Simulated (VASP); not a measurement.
# BaTiO3 in VASP: settings compared

BaTiO3 is run at these levels: PBEsol, PBE; tasks: single point.

All numbers are computed with VASP 6.6.1; they aren't measurements. Logs are shortened: lines on timing, memory, paths and dates and some standing lists are left out, and cuts for length are marked.

### 1 The cell of the first run

It takes space group Amm2 (No. 38, orthorhombic). The conventional cell has a = 3.950 Å, b = 5.657 Å, c = 5.678 Å, α = 90.00°, β = 90.00°, γ = 90.00°. Ba (site symmetry mm2) has 12 O at 2.75 to 2.93 Å and 8 Ti at 3.40 to 3.52 Å within 3.6 Å. Within 2.5 Å of Ti (site symmetry mm2) lie 6 O at 1.87 to 2.15 Å. Within 2.5 Å of O (site symmetry m) lie 2 Ti at 1.87 to 2.15 Å. Within 2.6 Å of O (site symmetry mm2) lie 2 Ti at 1.98 Å.

### 2 Single point, PBEsol

Input file INCAR:

```
PREC = Accurate
ENCUT = 1340
EDIFF = 1E-6
ISMEAR = -1
SIGMA = 0.05
LREAL = F
LASPH = T
NELM = 120
ALGO = Normal
ISIF = 2
LWAVE = F
LCHARG = F
GGA = PS
NBANDS = 28
GGA_COMPAT = F
```

Input file KPOINTS:

```
Automatic mesh
0
Gamma
  7 7 7
```

Input file POSCAR:

```
BaTiO3
1.0
    3.9498936648      0.0000000000      0.0000000000
    0.0000000000      2.8282992999      2.8387661349
    0.0000000000     -2.8282992999      2.8387661349
Ba Ti O
1 1 3
Direct
    0.0000000000      0.0070780013      0.0070780013
    0.5000000000      0.5198397661      0.5198397661
    0.5000000000      0.9848113102      0.4937263783
    0.5000000000      0.4937263783      0.9848113102
    0.0000000000      0.4914245441      0.4914245441
```

Potentials or basis: VASP PAW PBE potentials, release 64 (Ba_sv, Ti_sv, O_h).

Started as:

```console
cat potpaw_PBE.64/Ba_sv/POTCAR potpaw_PBE.64/Ti_sv/POTCAR potpaw_PBE.64/O_h/POTCAR > POTCAR
mpirun -np 1 vasp_std > vasp.out
```

OUTCAR:

```text
PREC = Accurate
   ENCUT = 1340
   EDIFF = 1E-6
   ISMEAR = -1
   LREAL = F
   LASPH = T
   NELM = 120
   ISIF = 2
   GGA = PS

 ion  position               nearest neighbor table
   1  0.000  0.007  0.007-   5 2.75   4 2.78   3 2.78   3 2.78   4 2.78   5 2.83   5 2.83   4 2.85
                             3 2.85   3 2.85   4 2.85   5 2.93   2 3.40   2 3.40   2 3.45   2 3.45
   2  0.500  0.520  0.520-   3 1.87   4 1.87   5 1.98   5 1.98   3 2.15   4 2.15   1 3.40   1 3.40
                             1 3.45   1 3.45   1 3.45   1 3.45   1 3.52   1 3.52
   3  0.500  0.985  0.494-   2 1.87   2 2.15   1 2.78   1 2.78   1 2.85   1 2.85
   4  0.500  0.494  0.985-   2 1.87   2 2.15   1 2.78   1 2.78   1 2.85   1 2.85
   5  0.000  0.491  0.491-   2 1.98   2 1.98   1 2.75   1 2.83   1 2.83   1 2.93

  LATTYP: Found a base centered orthorhombic cell.
 ALAT       =     5.6565985998
 B/A-ratio  =     1.0037007523
 C/A-ratio  =     0.6982807062

  Lattice vectors:

 A1 = (   0.0000000000,   2.8282992999,  -2.8387661349)
 A2 = (   0.0000000000,   2.8282992999,   2.8387661349)
 A3 = (   3.9498936648,   0.0000000000,   0.0000000000)

Analysis of symmetry for initial positions (statically):
=====================================================================
 Subroutine PRICEL returns:
 Original cell was already a primitive cell.

 Routine SETGRP: Setting up the symmetry group for a
 base centered orthorhombic supercell.

 Subroutine GETGRP returns: Found  4 space group operations
 (whereof  4 operations were pure point group operations)
 out of a pool of  8 trial point group operations.

The static configuration has the point symmetry C_2v.

Analysis of symmetry for dynamics (positions and initial velocities):
=====================================================================
 Subroutine PRICEL returns:
 Original cell was already a primitive cell.

 Routine SETGRP: Setting up the symmetry group for a
 base centered orthorhombic supercell.

 Subroutine GETGRP returns: Found  4 space group operations
 (whereof  4 operations were pure point group operations)
 out of a pool of  8 trial point group operations.

The dynamic configuration has the point symmetry C_2v.

 Subroutine INISYM returns: Found  4 space group operations
 (whereof  4 operations are pure point group operations),
 and found     1 'primitive' translations

----------------------------------------------------------------------------------------

                                     Primitive cell

  volume of cell :      63.4264

  direct lattice vectors                    reciprocal lattice vectors
     3.949893665  0.000000000  0.000000000     0.253171372  0.000000000  0.000000000
     0.000000000  2.828299300  2.838766135     0.000000000  0.176784685  0.176132861
     0.000000000 -2.828299300  2.838766135     0.000000000 -0.176784685  0.176132861

  length of vectors
     3.949893665  4.007227233  4.007227233     0.253171372  0.249550815  0.249550815

  position of ions in fractional coordinates (direct lattice)
     0.000000000  0.007078001  0.007078001
     0.500000000  0.519839766  0.519839766
     0.500000000  0.984811310  0.493726378
     0.500000000  0.493726378  0.984811310
     0.000000000  0.491424544  0.491424544

  ion indices of the primitive-cell ions
   primitive index   ion index
                 1           1
                 2           2
                 3           3
                 4           4
                 5           5

----------------------------------------------------------------------------------------

 KPOINTS: Automatic mesh

Automatic generation of k-mesh.
 Grid dimensions read from file:
 generate k-points for:    7    7    7

 Generating k-lattice:

  Cartesian coordinates                     Fractional coordinates (reciprocal lattice)
     0.036167339  0.000000000  0.000000000     0.142857143  0.000000000  0.000000000
     0.000000000  0.025254955  0.025161837     0.000000000  0.142857143  0.000000000
     0.000000000 -0.025254955  0.025161837     0.000000000  0.000000000  0.142857143

  Length of vectors
     0.036167339  0.035650116  0.035650116

  Shift w.r.t. Gamma in fractional coordinates (k-lattice)
     0.000000000  0.000000000  0.000000000

 Subroutine IBZKPT returns following result:
 ===========================================

 Found     64 irreducible k-points:

 Following reciprocal coordinates:
            Coordinates               Weight
  0.000000  0.000000  0.000000      1.000000
  0.142857  0.000000  0.000000      2.000000
  0.285714  0.000000  0.000000      2.000000
  0.428571  0.000000  0.000000      2.000000
  0.000000  0.142857  0.000000      4.000000
  0.142857  0.142857  0.000000      8.000000
[... 16 lines left out ...]
  0.285714  0.285714  0.142857      8.000000
  0.428571  0.285714  0.142857      8.000000
 [... further k-points ...]
   k-points           NKPTS =     64   k-points in BZ     NKDIM =     64   number of bands    NBANDS=     28
   number of dos      NEDOS =    301   number of ions     NIONS =      5
   total plane-waves  NPLWV = 110592
   dimension x,y,z NGX =    48 NGY =   48 NGZ =   48
   dimension x,y,z NGXF=    96 NGYF=   96 NGZF=   96
   ions per type =               1   1   3
   NGX,Y,Z   is equivalent  to a cutoff of  20.20, 19.91, 19.91 a.u.
   NGXF,Y,Z  is equivalent  to a cutoff of  40.41, 39.83, 39.83 a.u.
 SYSTEM =  unknown system
   PREC   = accura    normal or accurate (medium, high low for compatibility)
   ISTART =      0    job   : 0-new  1-cont  2-samecut
   ICHARG =      2    charge: 1-file 2-atom 10-const
   ISPIN  =      1    spin polarized calculation?
   LNONCOLLINEAR =      F non collinear calculations
   LSORBIT =      F    spin-orbit coupling
   LASPH  =      T    aspherical Exc in radial PAW
   ENCUT  = 1340.0 eV  98.49 Ry    9.92 a.u.  11.79 11.96 11.96*2*pi/ulx,y,z
   NELM   =    120;   NELMIN=  2; NELMDL= -5     # of ELM steps
   EDIFF  = 0.1E-05   stopping-criterion for ELM
   LREAL  =      F    real-space projection
[... 7 lines left out ...]
   TEBEG  =    0.0;   TEEND  =   0.0 temperature during run
   PSTRESS=    0.0 pullay stress
   NELECT =      40.0000    total number of electrons
   NUPDOWN=      -1.0000    fix difference up-down
   EMIN   =  10.00;   EMAX   =-10.00  energy-range for DOS
   EFERMI =   0.00;   METHOD = LEGACY
   ISMEAR =    -1;   SIGMA  =   0.05  broadening in eV -4-tet -1-fermi 0-gaus
   EFERMI_NEDOS =   21; number of points for ismear=-14 and -15
   IALGO  =     38    algorithm
   IMIX   =      4    mixing-type and parameters
     AMIX     =   0.40;   BMIX     =  1.00
     AMIX_MAG =   1.60;   BMIX_MAG =  1.00
  volume/ion in A,a.u.               =      12.69        85.60
  Fermi-wavevector in a.u.,A,eV,Ry     =   1.403906  2.652998 26.816431  1.970952
  Thomas-Fermi vector in A             =   2.526521
   LORBIT       =      0    0 simple, 1 ext, 2 COOP (PROOUT), +10 PAW based schemes
   GGA     = PS    functional components
   LHFCALC =     F    Hartree Fock is set to
   AEXX    =    0.0000 exact exchange contribution
   IVDW    =     0    specifies the selected vdW correction
   LEPSILON=     F    determine dielectric tensor
   LRPA    =     F    only Hartree local field effects (RPA)
 non-spin polarized calculation
  energy-cutoff  :     1340.00
  volume of cell :       63.43
 maximum number of plane-waves:      7089
 NGX is ok and might be reduce to    48
   NGX = 23   NGY = 23   NGZ = 23

 number of electron      40.0000002 magnetization

 Free energy of the ion-electron system (eV)
  ---------------------------------------------------
  ext. energy  EPLUGINS =         0.00000000
  ---------------------------------------------------
  free energy    TOTEN  =       -42.02747562 eV

  energy without entropy =      -42.02747562  energy(sigma->0) =      -42.02747562

 E-fermi :   5.1426     XC(G=0): -11.5660

 val. band max:        4.0468393824   @ k =   0.4286   0.4286   0.4286
 cond. band min:       6.2231841689   @ k =   0.0000   0.0000   0.0000
 fundamental gap:      2.1763447866
 Fermi energy:         5.1425592051

 k-point     1 :       0.0000    0.0000    0.0000
  band No.  band energies     occupation
      1     -51.9655      2.00000
      2     -28.3479      2.00000
      3     -28.3427      2.00000
      4     -28.3000      2.00000
      5     -20.6285      2.00000
      6     -12.6970      2.00000
[... 20 lines left out ...]
     27       9.1390      0.00000
     28      11.3906      0.00000

 k-point     2 :       0.1429    0.0000    0.0000
  band No.  band energies     occupation
      1     -51.9652      2.00000
      2     -28.3474      2.00000
      3     -28.3422      2.00000
      4     -28.3121      2.00000
      5     -20.6029      2.00000
      6     -12.7136      2.00000
[... 20 lines left out ...]
     27       9.5386      0.00000
     28      11.8942      0.00000

 k-point     3 :       0.2857    0.0000    0.0000
  band No.  band energies     occupation
      1     -51.9647      2.00000
      2     -28.3463      2.00000
      3     -28.3415      2.00000
      4     -28.3388      2.00000
      5     -20.5443      2.00000
      6     -12.8211      2.00000
[... 20 lines left out ...]
     27      10.4704      0.00000
     28      12.4502      0.00000

 k-point     4 :       0.4286    0.0000    0.0000
  band No.  band energies     occupation
      1     -51.9643      2.00000
      2     -28.3609      2.00000
      3     -28.3454      2.00000
      4     -28.3401      2.00000
      5     -20.4961      2.00000
      6     -12.9450      2.00000
[... 578 lines left out ...]
     27      11.1074      0.00000
     28      12.5070      0.00000

 k-point    23 :       0.2857    0.2857    0.1429
  band No.  band energies     occupation
      1     -51.9639      2.00000
      2     -28.3762      2.00000
      3     -28.3522      2.00000
      4     -28.3367      2.00000
      5     -20.4706      2.00000
      6     -12.5694      2.00000
[... 20 lines left out ...]
     27      11.8435      0.00000
     28      12.4913      0.00000

 k-point    24 :       0.4286    0.2857    0.1429
  band No.  band energies     occupation
      1     -51.9634      2.00000
      2     -28.3750      2.00000
      3     -28.3579      2.00000
      4     -28.3512      2.00000
      5     -20.4344      2.00000
      6     -12.5383      2.00000
[... 20 lines left out ...]
     27      12.4801      0.00000
     28      12.6325      0.00000

 [... further k-points ...]

------------------------ aborting loop because EDIFF is reached ----------------------------------------

  FORCE on cell =-STRESS in cart. coord.  units (eV):
  Direction    XX          YY          ZZ          XY          YZ          ZX
  --------------------------------------------------------------------------------------
  -------------------------------------------------------------------------------------
  Total        0.6855726      0.6821614      0.6891107      0.0000000      0.0000000      0.0000000
  in kB       17.3178380     17.2316701     17.4072115      0.0000000      0.0000000      0.0000000
  external PRESSURE =      17.3189065 kB  Pullay stress =       0.0000000 kB

 VOLUME and BASIS-vectors are now :
 -----------------------------------------------------------------------------
  energy-cutoff  :     1340.00
  volume of cell :       63.43
      direct lattice vectors                 reciprocal lattice vectors
     3.949893665  0.000000000  0.000000000     0.253171372  0.000000000  0.000000000
     0.000000000  2.828299300  2.838766135     0.000000000  0.176784685  0.176132861
     0.000000000 -2.828299300  2.838766135     0.000000000 -0.176784685  0.176132861

 POSITION                                       TOTAL-FORCE (eV/Angst)
 -----------------------------------------------------------------------------------
      0.00000      0.00000      0.04019         0.000000      0.000000     -0.041811
      1.97495      0.00000      2.95141         0.000000      0.000000     -0.022407
      1.97495      1.38894      4.19722         0.000000      0.004271      0.023024
      1.97495     -1.38894      4.19722         0.000000     -0.004271      0.023024
      0.00000      0.00000      2.79008         0.000000      0.000000      0.018171
 -----------------------------------------------------------------------------------
    total drift:                                0.000000      0.000000     -0.000636

  FREE ENERGIE OF THE ION-ELECTRON SYSTEM (eV)
  ---------------------------------------------------
  free  energy   TOTEN  =       -42.0274756154 eV

  energy  without entropy=      -42.0274756154  energy(sigma->0) =      -42.02747562
```

It took 4.4 min on 1 thread of AMD EPYC 9R45 (Zen 5), shared host; peak memory 0.63 GiB.

What came out:

```
Free energy            : -42.0275 eV
Pressure               : 1.7 GPa
Largest force          : 0.042 eV/Å
Band gap on the k mesh : 2.18 eV (least direct gap 2.44 eV)
```

Forces on the atoms (eV/Å):
```
Ba   0.000  0.000 -0.042
Ti   0.000  0.000 -0.022
O    0.000  0.004  0.023
O    0.000 -0.004  0.023
O    0.000  0.000  0.018
```

Caveat: the PAW data sets were made with another functional, which shifts forces and pressure a little; spin-orbit coupling is left out, which moves the levels of the heavy elements.

[end of part 1 of 2]
